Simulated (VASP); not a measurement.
# C24O in VASP: single point with PBE

Aim: the single point of C24O with PBE.

Program: VASP 6.6.1. These are calculated values, not measurements. Logs are shortened: lines on timing, memory, paths and dates and some standing lists are left out, and cuts for length are marked.

## (1) The cell of the first run

The cell holds a slab with vacuum, 25 atoms: a = 5.051 Å, b = 5.051 Å, c = 19.875 Å, α = 90.00°, β = 90.00°, γ = 90.00°.

## (2) Single point, PBE, collinear spin, ferromagnetic start

Input file INCAR:

```
SYSTEM = C24O
ALGO = Normal
DIPOL = 0.5 0.5 0.320
EDIFF = 1E-6
ENCUT = 520
GGA = PE
GGA_COMPAT = .FALSE.
IDIPOL = 3
ISIF = 2
ISMEAR = 0
ISPIN = 2
LASPH = .TRUE.
LCHARG = .FALSE.
LDIPOL = .TRUE.
LORBIT = 11
LREAL = .FALSE.
LWAVE = .FALSE.
MAGMOM = 0 0 0 0 0 0 0 0 0 0 0 0 0 0 0 0 0 0 0 0 0 0 0 0 2
NBANDS = 73
NELM = 200
NELMDL = -8
PREC = Accurate
SIGMA = 0.05
```

Input file KPOINTS:

```
k-points
0
G
  5 5 1
  0 0 0
```

Input file POSCAR:

```
C24O
1.0
    5.0509324483      0.0000000000      0.0000000000
    0.0000000000      5.0509324483      0.0000000000
    0.0000000000      0.0000000000     19.8754933609
C O
24 1
Direct
    0.0000000000      0.2500000000      0.2012528659
    0.0000000000      0.7500000000      0.2012528659
    0.5000000000      0.2500000000      0.2012528659
    0.5000000000      0.7500000000      0.2012528659
    0.0000000000      0.0000000000      0.2461768902
    0.0000000000      0.5000000000      0.2461768902
    0.5000000000      0.0000000000      0.2461768902
    0.5000000000      0.5000000000      0.2461768902
    0.2500000000      0.0000000000      0.2911009145
    0.2500000000      0.5000000000      0.2911009145
    0.7500000000      0.0000000000      0.2911009145
    0.7500000000      0.5000000000      0.2911009145
    0.2500000000      0.2500000000      0.3350346562
    0.2500000000      0.7500000000      0.3350346562
    0.7500000000      0.2500000000      0.3350346562
    0.7500000000      0.7500000000      0.3350346562
    0.0000000000      0.2500000000      0.3821901768
    0.0000000000      0.7500000000      0.3821901768
    0.5000000000      0.2500000000      0.3821901768
    0.5000000000      0.7500000000      0.3821901768
    0.0000000000      0.0000000000      0.4213980105
    0.0000000000      0.5000000000      0.4213980105
    0.5000000000      0.0000000000      0.4213980105
    0.5000000000      0.5000000000      0.4213980105
    0.0000000000      0.0000000000      0.4832706569
```

Potentials or basis: VASP PAW PBE potentials, release 64 (C, O).

On the command line:

```bash
$ cat potpaw_PBE.64/C/POTCAR potpaw_PBE.64/O/POTCAR > POTCAR
$ mpirun -np 1 vasp_std > vasp.out
```

OUTCAR:

```text
SYSTEM = C24O
   EDIFF = 1E-6
   ENCUT = 520
   GGA = PE
   ISIF = 2
   ISMEAR = 0
   ISPIN = 2
   LASPH = .TRUE.
   LORBIT = 11
   LREAL = .FALSE.
   NELM = 200
   NELMDL = -8
   PREC = Accurate

 ion  position               nearest neighbor table
   1  0.000  0.250  0.201-   5 1.55   6 1.55
   2  0.000  0.750  0.201-   5 1.55   6 1.55
   3  0.500  0.250  0.201-   7 1.55   8 1.55
   4  0.500  0.750  0.201-   7 1.55   8 1.55
   5  0.000  0.000  0.246-   1 1.55   2 1.55   9 1.55  11 1.55
   6  0.000  0.500  0.246-   1 1.55   2 1.55  10 1.55  12 1.55
   7  0.500  0.000  0.246-   3 1.55   4 1.55   9 1.55  11 1.55
   8  0.500  0.500  0.246-   3 1.55   4 1.55  10 1.55  12 1.55
   9  0.250  0.000  0.291-  13 1.54  14 1.54   5 1.55   7 1.55
  10  0.250  0.500  0.291-  13 1.54  14 1.54   6 1.55   8 1.55
[... 8 lines left out ...]
  19  0.500  0.250  0.382-  23 1.48  24 1.48  13 1.57  15 1.57
  20  0.500  0.750  0.382-  23 1.48  24 1.48  14 1.57  16 1.57
  21  0.000  0.000  0.421-  25 1.23  18 1.48  17 1.48
  22  0.000  0.500  0.421-  17 1.48  18 1.48
  23  0.500  0.000  0.421-  19 1.48  20 1.48
  24  0.500  0.500  0.421-  19 1.48  20 1.48
  25  0.000  0.000  0.483-  21 1.23

  LATTYP: Found a simple tetragonal cell.
 ALAT       =     5.0509324483
 C/A-ratio  =     3.9350146858

  Lattice vectors:

 A1 = (   5.0509324483,   0.0000000000,   0.0000000000)
 A2 = (   0.0000000000,   5.0509324483,   0.0000000000)
 A3 = (   0.0000000000,   0.0000000000,  19.8754933609)

Analysis of symmetry for initial positions (statically):
=====================================================================
 Subroutine PRICEL returns:
 Original cell was already a primitive cell.

 Routine SETGRP: Setting up the symmetry group for a
 simple tetragonal supercell.

 Subroutine GETGRP returns: Found  4 space group operations
 (whereof  4 operations were pure point group operations)
 out of a pool of 16 trial point group operations.

The static configuration has the point symmetry C_2v.

Analysis of symmetry for dynamics (positions and initial velocities):
=====================================================================
 Subroutine PRICEL returns:
 Original cell was already a primitive cell.

 Routine SETGRP: Setting up the symmetry group for a
 simple tetragonal supercell.

 Subroutine GETGRP returns: Found  4 space group operations
 (whereof  4 operations were pure point group operations)
 out of a pool of 16 trial point group operations.

The dynamic configuration has the point symmetry C_2v.

Analysis of structural, dynamic, and magnetic symmetry:
=====================================================================
 Subroutine PRICEL returns:
[... 192 lines left out ...]
 E-fermi :  -2.6121     XC(G=0):  -4.7884

 val. band max:       -2.6145647504   @ k =   0.2000   0.0000   0.0000
 cond. band min:      -2.5644564221   @ k =   0.0000   0.2000   0.0000
 fundamental gap:      0.0501083283
 Fermi energy:        -2.6121322762

 spin component 1

 k-point     1 :       0.0000    0.0000    0.0000
  band No.  band energies     occupation
      1     -24.0955      1.00000
      2     -23.2190      1.00000
      3     -20.6407      1.00000
      4     -19.2687      1.00000
      5     -19.2463      1.00000
      6     -19.0929      1.00000
[... 583 lines left out ...]
     62       4.9518      0.00000
     63       5.0368      0.00000
 Fermi energy:        -2.6121322762

 spin component 2

 k-point     1 :       0.0000    0.0000    0.0000
  band No.  band energies     occupation
      1     -23.9426      1.00000
      2     -23.1465      1.00000
      3     -20.5566      1.00000
      4     -19.2170      1.00000
      5     -19.2134      1.00000
      6     -19.0392      1.00000
[... 583 lines left out ...]
     62       5.0500      0.00000
     63       5.1018      0.00000
 [bands above 63 left out]

------------------------ aborting loop because EDIFF is reached ----------------------------------------

 vacuum level on the upper side and lower side of the slab       (xc-potential included)        -0.126         0.127

  FORCE on cell =-STRESS in cart. coord.  units (eV):
  Direction    XX          YY          ZZ          XY          YZ          ZX
  --------------------------------------------------------------------------------------
  -------------------------------------------------------------------------------------
  Total      -17.5729335     -0.7965872     -4.4535472      0.0000000      0.0000000      0.0000000
  in kB      -55.5256704     -2.5169978    -14.0719926      0.0000000      0.0000000      0.0000000
  external PRESSURE =     -24.0382203 kB  Pullay stress =       0.0000000 kB

 VOLUME and BASIS-vectors are now :
 -----------------------------------------------------------------------------
  energy-cutoff  :      520.00
  volume of cell :      507.06
      direct lattice vectors                 reciprocal lattice vectors
     5.050932448  0.000000000  0.000000000     0.197983246  0.000000000  0.000000000
     0.000000000  5.050932448  0.000000000     0.000000000  0.197983246  0.000000000
     0.000000000  0.000000000 19.875493361     0.000000000  0.000000000  0.050313216

 POSITION                                       TOTAL-FORCE (eV/Angst)
 -----------------------------------------------------------------------------------
      0.00000      1.26273      4.00000         0.000000      0.017541      2.119267
      0.00000      3.78820      4.00000         0.000000     -0.017541      2.119267
      2.52547      1.26273      4.00000         0.000000      0.011263      2.174458
      2.52547      3.78820      4.00000         0.000000     -0.011263      2.174458
      0.00000      0.00000      4.89289         0.000000      0.000000     -2.504797
      0.00000      2.52547      4.89289         0.000000      0.000000     -2.495616
[... 17 lines left out ...]
      2.52547      2.52547      8.37549         0.000000      0.000000     -0.252716
      0.00000      0.00000      9.60524         0.000000      0.000000      0.498887
 -----------------------------------------------------------------------------------
    total drift:                                0.000000     -0.000000     -0.000719

  FREE ENERGIE OF THE ION-ELECTRON SYSTEM (eV)
  ---------------------------------------------------
  free  energy   TOTEN  =      -199.5233441284 eV

  energy  without entropy=     -199.5172680754  energy(sigma->0) =     -199.52030610

 vacuum level on the upper side and lower side of the slab         4.700         4.960

 total charge

# of ion       s       p       d       tot
------------------------------------------
    1        0.880   1.376   0.000   2.256
    2        0.880   1.376   0.000   2.256
    3        0.881   1.375   0.000   2.256
    4        0.881   1.375   0.000   2.256
    5        0.831   1.712   0.000   2.543
    6        0.831   1.711   0.000   2.542
[... 17 lines left out ...]
   24        0.875   1.478   0.000   2.353
   25        1.600   3.484   0.000   5.084
--------------------------------------------------
tot         22.017  42.736   0.000  64.754

 magnetization (x)

# of ion       s       p       d       tot
------------------------------------------
    1        0.010   0.011   0.000   0.021
    2        0.010   0.011   0.000   0.021
    3        0.013   0.025   0.000   0.038
    4        0.013   0.025   0.000   0.038
    5        0.000  -0.000   0.000  -0.000
    6        0.001   0.004   0.000   0.005
[... 17 lines left out ...]
   24       -0.058  -0.345   0.000  -0.402
   25        0.004   0.129   0.000   0.133
--------------------------------------------------
tot          0.194   0.973   0.000   1.167
```

OSZICAR:

```text
N       E                     dE             d eps       ncg     rms          rms(c)
DAV:   1     0.764853452481E+03    0.76485E+03   -0.44915E+04  2644   0.118E+03
DAV:   2    -0.104167790200E+03   -0.86902E+03   -0.82981E+03  3766   0.284E+02
DAV:   3    -0.201795971302E+03   -0.97628E+02   -0.96005E+02  3120   0.960E+01
[... 38 lines left out ...]
DAV:  42    -0.199523333713E+03   -0.60875E-05   -0.73764E-08  2143   0.617E-04    0.180E-04
DAV:  43    -0.199523337994E+03   -0.42803E-05   -0.48505E-08  2112   0.440E-04    0.126E-04
DAV:  44    -0.199523342306E+03   -0.43125E-05   -0.41790E-08  2088   0.366E-04    0.819E-05
DAV:  45    -0.199523343939E+03   -0.16324E-05   -0.24738E-08  2112   0.279E-04    0.502E-05
DAV:  46    -0.199523344128E+03   -0.18981E-06   -0.10444E-08  2152   0.196E-04
   1 F= -.19952334E+03 E0= -.19952031E+03  d E =-.607605E-02  mag=     1.9189
```

Run time: 76 min. Hardware: 1 thread of Intel Xeon 8259CL, shared host; peak memory 0.99 GiB.

Results:

| Item | Value |
| --- | --- |
| Free energy | -199.5233 eV |
| Largest force | 2.527 eV/Å |
| Net moment | 1.92 μB per cell |
| Site moments | C +0.02, +0.04, -0.00, +0.01, +0.00, -0.01, +0.03, +0.45, +0.73, -0.40 (each value once); O +0.13 μB |
| Valence electrons inside the program's atomic spheres | C 2.26, 2.54, 2.56, 2.60, 2.58, 2.62, 2.34, 2.38, 2.35 (each value once); O 5.08 |

Forces on the atoms (eV/Å):
```
C    0.000  0.018  2.119
C    0.000 -0.018  2.119
C    0.000  0.011  2.174
C    0.000 -0.011  2.174
C    0.000  0.000 -2.505
C    0.000  0.000 -2.496
C    0.000  0.000 -2.527
C    0.000  0.000 -2.501
C    0.064  0.000  0.130
C    0.176  0.000  0.160
C   -0.064  0.000  0.130
C   -0.176  0.000  0.160
C   -0.297 -0.106  0.195
C   -0.297  0.106  0.195
C    0.297 -0.106  0.195
C    0.297  0.106  0.195
C    0.000  1.214 -1.090
C    0.000 -1.214 -1.090
C    0.000  0.190  0.692
C    0.000 -0.190  0.692
C    0.000  0.000  2.047
C    0.000  0.000 -0.123
C    0.000  0.000 -1.290
C    0.000  0.000 -0.253
O    0.000  0.000  0.499
```
